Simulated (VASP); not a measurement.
# KF (Carobbiite) (I4/mmm) in VASP: notebook

Aim: see how the results for KF (Carobbiite) move with the level of theory and the settings. Levels: PBE, r2SCAN. Tasks: single point.

Everything below comes from runs of VASP 6.6.1. Logs are shortened: lines on timing, memory, paths and dates and some standing lists are left out, and cuts for length are marked.

## (1) The cell of the first run

Symmetry: I4/mmm, No. 139, tetragonal system. The conventional cell has a = 3.899 Å, b = 3.899 Å, c = 5.318 Å, α = 90.00°, β = 90.00°, γ = 90.00°. Within 3.5 Å of K (site symmetry 4/mmm) lie 6 F at 2.66 to 2.76 Å. F (site symmetry 4/mmm) has 6 K at 2.66 to 2.76 Å within 3.5 Å.

## (2) Single point, PBE (biaxial xy strain +3.7%)

INCAR reads:

```
PREC = Accurate
ENCUT = 520
EDIFF = 1E-6
ISMEAR = 0
SIGMA = 0.01
LREAL = False
LASPH = True
NELM = 60
ALGO = Normal
ISIF = 2
LWAVE = False
LCHARG = False
GGA = PE
NBANDS = 15
```

KPOINTS reads:

```
regular mesh
0
Gamma
  4 4 4
```

POSCAR reads:

```
KF
1.0
    0.0000000000      2.7568062834      2.6589566777
    2.7568062834      0.0000000000      2.6589566777
    2.7568062834      2.7568062834      0.0000000000
K F
1 1
Direct
    0.0000000000      0.0000000000      0.0000000000
    0.5000000000      0.5000000000      0.5000000000
```

Potentials or basis: VASP PAW PBE potentials, release 64 (K_sv, F).

Launch:

```bash
> cat potpaw_PBE.64/K_sv/POTCAR potpaw_PBE.64/F/POTCAR > POTCAR
> mpirun -np 1 vasp_std > vasp.out
```

OUTCAR:

```text
PREC = Accurate
   ENCUT = 520
   EDIFF = 1E-6
   ISMEAR = 0
   LREAL = False
   LASPH = True
   NELM = 60
   ISIF = 2
   GGA = PE

 ion  position               nearest neighbor table
   1  0.000  0.000  0.000-   2 2.66   2 2.66   2 2.76   2 2.76   2 2.76   2 2.76
   2  0.500  0.500  0.500-   1 2.66   1 2.66   1 2.76   1 2.76   1 2.76   1 2.76

  LATTYP: Found a body centered tetragonal cell.
 ALAT       =     3.8987128348
 C/A-ratio  =     1.3640177106

  Lattice vectors:

 A1 = (   0.0000000000,  -2.7568062834,  -2.6589566777)
 A2 = (   0.0000000000,   2.7568062834,  -2.6589566777)
 A3 = (   2.7568062834,   0.0000000000,   2.6589566777)

Analysis of symmetry for initial positions (statically):
=====================================================================
 Subroutine PRICEL returns:
 Original cell was already a primitive cell.

 Routine SETGRP: Setting up the symmetry group for a
 body centered tetragonal supercell.

 Subroutine GETGRP returns: Found 16 space group operations
 (whereof 16 operations were pure point group operations)
 out of a pool of 16 trial point group operations.

The static configuration has the point symmetry D_4h.

Analysis of symmetry for dynamics (positions and initial velocities):
=====================================================================
 Subroutine PRICEL returns:
 Original cell was already a primitive cell.

 Routine SETGRP: Setting up the symmetry group for a
 body centered tetragonal supercell.

 Subroutine GETGRP returns: Found 16 space group operations
 (whereof 16 operations were pure point group operations)
 out of a pool of 16 trial point group operations.

The dynamic configuration has the point symmetry D_4h.

 Subroutine INISYM returns: Found 16 space group operations
 (whereof 16 operations are pure point group operations),
 and found     1 'primitive' translations

----------------------------------------------------------------------------------------

                                     Primitive cell

  volume of cell :      40.4160

  direct lattice vectors                    reciprocal lattice vectors
     0.000000000  2.756806283  2.658956678    -0.181369291  0.181369291  0.188043681
     2.756806283  0.000000000  2.658956678     0.181369291 -0.181369291  0.188043681
     2.756806283  2.756806283  0.000000000     0.181369291  0.181369291 -0.188043681

  length of vectors
     3.830147712  3.830147712  3.898712835     0.318040980  0.318040980  0.318040980

  position of ions in fractional coordinates (direct lattice)
     0.000000000  0.000000000  0.000000000
     0.500000000  0.500000000  0.500000000

  ion indices of the primitive-cell ions
   primitive index   ion index
                 1           1
                 2           2

----------------------------------------------------------------------------------------

 KPOINTS: regular mesh

Automatic generation of k-mesh.
 Grid dimensions read from file:
 generate k-points for:    4    4    4

 Generating k-lattice:

  Cartesian coordinates                     Fractional coordinates (reciprocal lattice)
    -0.045342323  0.045342323  0.047010920     0.250000000  0.000000000  0.000000000
     0.045342323 -0.045342323  0.047010920     0.000000000  0.250000000  0.000000000
     0.045342323  0.045342323 -0.047010920    -0.000000000 -0.000000000  0.250000000

  Length of vectors
     0.079510245  0.079510245  0.079510245

  Shift w.r.t. Gamma in fractional coordinates (k-lattice)
     0.000000000  0.000000000  0.000000000

 Subroutine IBZKPT returns following result:
 ===========================================

 Found     13 irreducible k-points:

 Following reciprocal coordinates:
            Coordinates               Weight
  0.000000  0.000000  0.000000      1.000000
  0.250000  0.000000  0.000000      8.000000
  0.500000  0.000000  0.000000      4.000000
  0.250000  0.250000  0.000000      2.000000
  0.500000  0.250000  0.000000      8.000000
 -0.250000  0.250000  0.000000      4.000000
  0.500000  0.500000  0.000000      1.000000
  0.250000  0.000000  0.250000      4.000000
  0.500000 -0.000000  0.250000     16.000000
 -0.250000  0.000000  0.250000      8.000000
 -0.250000  0.500000  0.250000      4.000000
  0.500000  0.000000  0.500000      2.000000
 -0.250000  0.250000  0.500000      2.000000
   k-points           NKPTS =     13   k-points in BZ     NKDIM =     13   number of bands    NBANDS=     15
   number of dos      NEDOS =    301   number of ions     NIONS =      2
   total plane-waves  NPLWV =  23520
   dimension x,y,z NGX =    28 NGY =   28 NGZ =   30
   dimension x,y,z NGXF=    56 NGYF=   56 NGZF=   60
   ions per type =               1   1
   NGX,Y,Z   is equivalent  to a cutoff of  12.15, 12.15, 12.79 a.u.
   NGXF,Y,Z  is equivalent  to a cutoff of  24.31, 24.31, 25.58 a.u.
 SYSTEM =  unknown system
   PREC   = accura    normal or accurate (medium, high low for compatibility)
   ISTART =      0    job   : 0-new  1-cont  2-samecut
   ICHARG =      2    charge: 1-file 2-atom 10-const
   ISPIN  =      1    spin polarized calculation?
   LNONCOLLINEAR =      F non collinear calculations
   LSORBIT =      F    spin-orbit coupling
   LASPH  =      T    aspherical Exc in radial PAW
   ENCUT  =  520.0 eV  38.22 Ry    6.18 a.u.   7.12  7.12  7.25*2*pi/ulx,y,z
   NELM   =     60;   NELMIN=  2; NELMDL= -5     # of ELM steps
   EDIFF  = 0.1E-05   stopping-criterion for ELM
   LREAL  =      F    real-space projection
   EDIFFG = 0.1E-04   stopping-criterion for IOM
   NSW    =      0    number of steps for IOM
   IBRION =     -1    ionic relax: 0-MD 1-quasi-New 2-CG
   NFREE  =      0    steps in history (QN), initial steepest desc. (CG)
   ISIF   =      2    stress and relaxation
   ISYM   =      2    0-nonsym 1-usesym 2-fastsym
   POTIM  = 0.5000    time-step for ionic-motion
   TEBEG  =    0.0;   TEEND  =   0.0 temperature during run
   PSTRESS=    0.0 pullay stress
   NELECT =      16.0000    total number of electrons
   NUPDOWN=      -1.0000    fix difference up-down
   EMIN   =  10.00;   EMAX   =-10.00  energy-range for DOS
   EFERMI =   0.00;   METHOD = LEGACY
   ISMEAR =     0;   SIGMA  =   0.01  broadening in eV -4-tet -1-fermi 0-gaus
   EFERMI_NEDOS =   21; number of points for ismear=-14 and -15
   IALGO  =     38    algorithm
   IMIX   =      4    mixing-type and parameters
     AMIX     =   0.40;   BMIX     =  1.00
     AMIX_MAG =   1.60;   BMIX_MAG =  1.00
  volume/ion in A,a.u.               =      20.21       136.37
  Fermi-wavevector in a.u.,A,eV,Ry     =   1.202071  2.271585 19.660085  1.444975
  Thomas-Fermi vector in A             =   2.337863
   LORBIT       =      0    0 simple, 1 ext, 2 COOP (PROOUT), +10 PAW based schemes
   GGA     = PE    functional components
   LHFCALC =     F    Hartree Fock is set to
   AEXX    =    0.0000 exact exchange contribution
   IVDW    =     0    specifies the selected vdW correction
   LEPSILON=     F    determine dielectric tensor
   LRPA    =     F    only Hartree local field effects (RPA)
 non-spin polarized calculation
 Gauss-broadening in eV      SIGMA  =   0.01
  energy-cutoff  :      520.00
  volume of cell :       40.42
 maximum number of plane-waves:      1098
   NGX = 15   NGY = 15   NGZ = 15

 number of electron      15.9999995 magnetization

 Free energy of the ion-electron system (eV)
  ---------------------------------------------------
  ext. energy  EPLUGINS =         0.00000000
  ---------------------------------------------------
  free energy    TOTEN  =        -8.29421067 eV

  energy without entropy =       -8.29421067  energy(sigma->0) =       -8.29421067

 E-fermi :  -2.7590     XC(G=0):  -8.1437

 val. band max:       -2.9204578667   @ k =   0.0000   0.0000   0.0000
 cond. band min:       2.9166327365   @ k =   0.0000   0.0000   0.0000
 fundamental gap:      5.8370906032
 Fermi energy:        -2.7590348470

 k-point     1 :       0.0000    0.0000    0.0000
  band No.  band energies     occupation
      1     -29.2496      2.00000
      2     -21.5784      2.00000
      3     -12.5431      2.00000
      4     -12.5431      2.00000
      5     -12.5309      2.00000
      6      -2.9651      2.00000
      7      -2.9651      2.00000
      8      -2.9205      2.00000
      9       2.9166      0.00000
     10       7.5076      0.00000
     11       7.5076      0.00000
     12       7.6985      0.00000
     13       8.9923      0.00000
     14       9.3453      0.00000
     15      13.6154      0.00000

 k-point     2 :       0.2500    0.0000    0.0000
  band No.  band energies     occupation
      1     -29.2137      2.00000
      2     -21.6097      2.00000
      3     -12.6617      2.00000
      4     -12.5677      2.00000
      5     -12.5408      2.00000
      6      -3.3540      2.00000
      7      -3.1108      2.00000
      8      -3.1010      2.00000
      9       4.3659      0.00000
     10       6.9630      0.00000
     11       8.1853      0.00000
     12       8.3148      0.00000
     13       9.5520      0.00000
     14       9.8604      0.00000
     15      15.1238      0.00000

 k-point     3 :       0.5000    0.0000    0.0000
  band No.  band energies     occupation
      1     -29.1773      2.00000
      2     -21.6419      2.00000
      3     -12.7810      2.00000
      4     -12.5919      2.00000
      5     -12.5474      2.00000
      6      -3.6831      2.00000
      7      -3.2598      2.00000
      8      -3.2511      2.00000
      9       5.8698      0.00000
     10       7.2272      0.00000
     11       8.7393      0.00000
     12       8.9680      0.00000
     13      10.9584      0.00000
     14      10.9892      0.00000
     15      12.5814      0.00000
[... 145 lines left out ...]
 k-point    12 :       0.5000    0.0000    0.5000
  band No.  band energies     occupation
      1     -29.1642      2.00000
      2     -21.5830      2.00000
      3     -13.0046      2.00000
      4     -12.7142      2.00000
      5     -12.6913      2.00000
      6      -3.2119      2.00000
      7      -3.0305      2.00000
      8      -2.9821      2.00000
      9       5.2440      0.00000
     10       7.0231      0.00000
     11       8.2907      0.00000
     12      10.3578      0.00000
     13      10.7824      0.00000
     14      11.0414      0.00000
     15      12.1953      0.00000

 k-point    13 :      -0.2500    0.2500    0.5000
  band No.  band energies     occupation
      1     -29.1614      2.00000
      2     -21.6094      2.00000
      3     -12.8491      2.00000
      4     -12.8491      2.00000
      5     -12.5859      2.00000
      6      -3.3441      2.00000
      7      -3.1543      2.00000
      8      -3.1543      2.00000
      9       6.6312      0.00000
     10       6.6312      0.00000
     11       7.8655      0.00000
     12      10.3403      0.00000
     13      10.7942      0.00000
     14      11.1580      0.00000
     15      12.5919      0.00000

------------------------ aborting loop because EDIFF is reached ----------------------------------------

  FORCE on cell =-STRESS in cart. coord.  units (eV):
  Direction    XX          YY          ZZ          XY          YZ          ZX
  --------------------------------------------------------------------------------------
  -------------------------------------------------------------------------------------
  Total       -0.2191635     -0.2191635      0.2001650      0.0000000     -0.0000000      0.0000000
  in kB       -8.6881067     -8.6881067      7.9349653      0.0000000     -0.0000000      0.0000000
  external PRESSURE =      -3.1470827 kB  Pullay stress =       0.0000000 kB

 VOLUME and BASIS-vectors are now :
 -----------------------------------------------------------------------------
  energy-cutoff  :      520.00
  volume of cell :       40.42
      direct lattice vectors                 reciprocal lattice vectors
     0.000000000  2.756806283  2.658956678    -0.181369291  0.181369291  0.188043681
     2.756806283  0.000000000  2.658956678     0.181369291 -0.181369291  0.188043681
     2.756806283  2.756806283  0.000000000     0.181369291  0.181369291 -0.188043681

 POSITION                                       TOTAL-FORCE (eV/Angst)
 -----------------------------------------------------------------------------------
      0.00000      0.00000      0.00000        -0.000000     -0.000000      0.000000
      2.75681      2.75681      2.65896         0.000000      0.000000      0.000000
 -----------------------------------------------------------------------------------
    total drift:                                0.000000      0.000000      0.000000

  FREE ENERGIE OF THE ION-ELECTRON SYSTEM (eV)
  ---------------------------------------------------
  free  energy   TOTEN  =        -8.2942106715 eV

  energy  without entropy=       -8.2942106715  energy(sigma->0) =       -8.29421067
```

It took 5 s on 1 thread of AMD EPYC 9R45 (Zen 5), shared host; peak memory 0.12 GiB.

What came out:

- Free energy: -8.2942 eV
- Pressure: -0.3 GPa
- Band gap on the k mesh: 5.84 eV, direct

Levels at points of the mesh, in eV from the valence-band top:
| k point | band 6 | band 7 | band 8 | band 9 | band 10 | band 11 |
| --- | --- | --- | --- | --- | --- | --- |
| (0.00, 0.00, 0.00) | -0.04 | -0.04 | 0.00 | 5.84 | 10.43 | 10.43 |
| (0.50, 0.00, 0.00) | -0.76 | -0.34 | -0.33 | 8.79 | 10.15 | 11.66 |
| (0.50, 0.50, 0.00) | -0.21 | -0.12 | -0.12 | 8.03 | 9.99 | 11.55 |
| (0.50, 0.00, 0.50) | -0.29 | -0.11 | -0.06 | 8.16 | 9.94 | 11.21 |

Caveat: the k points lie up to 0.50 Å⁻¹ apart; the cell differs from its parent crystal (biaxial xy strain +3.7%).

## (3) Single point, PBE (biaxial xy strain +3.7%)

INCAR reads:

```
PREC     = Accurate       # precision mode
ENCUT    = 520            # plane-wave cutoff, eV
EDIFF    = 1E-6           # SCF threshold, eV
ISMEAR   = -1             # smearing method
SIGMA    = 0.02           # smearing width, eV
LREAL    = False          # projectors in reciprocal space
LASPH    = True           # aspherical terms in the spheres
NELM     = 80             # most SCF steps
ALGO     = Normal         # electronic algorithm
ISIF     = 2              # what is computed and relaxed
LWAVE    = False          # write WAVECAR
LCHARG   = True           # write CHGCAR
GGA      = PE             # functional
LELF     = True           # ELF
LVHAR    = True         
NBANDS   = 15             # bands
```

KPOINTS reads:

```
regular mesh
0
Gamma
  8 8 8
```

POSCAR is that of step 2.

Potentials or basis: VASP PAW PBE potentials, release 64 (K_sv, F).

Launch:

```bash
> cat potpaw_PBE.64/K_sv/POTCAR potpaw_PBE.64/F/POTCAR > POTCAR
> mpirun -np 1 vasp_std > vasp.out
```

It took 32 s on 1 thread of AMD EPYC 7R43 (Zen 3), shared host; peak memory 0.14 GiB.

Results (log left out):

```
Free energy            : -8.2943 eV
Pressure               : -0.3 GPa
Band gap on the k mesh : 5.84 eV, direct
```

Stress tensor (GPa, compression positive):
```
-0.87  0.00  0.00
 0.00 -0.87  0.00
 0.00  0.00  0.79
```

Levels at points of the mesh, in eV from the valence-band top:
```
           k point  band 4  band 5  band 6  band 7  band 8  band 9  band 10  band 11  band 12  band 13
(0.00, 0.00, 0.00)   -9.62   -9.61   -0.04   -0.04    0.00    5.84    10.43    10.43    10.62    11.91
(0.50, 0.00, 0.00)   -9.67   -9.63   -0.76   -0.34   -0.33    8.79    10.15    11.66    11.89    13.88
(0.50, 0.50, 0.00)   -9.82   -9.82   -0.21   -0.12   -0.12    8.03     9.99    11.55    13.27    13.85
(0.50, 0.00, 0.50)   -9.79   -9.77   -0.29   -0.11   -0.06    8.16     9.94    11.21    13.28    13.70
```

Caveat: the cell differs from its parent crystal (biaxial xy strain +3.7%).

[end of part 1 of 2]
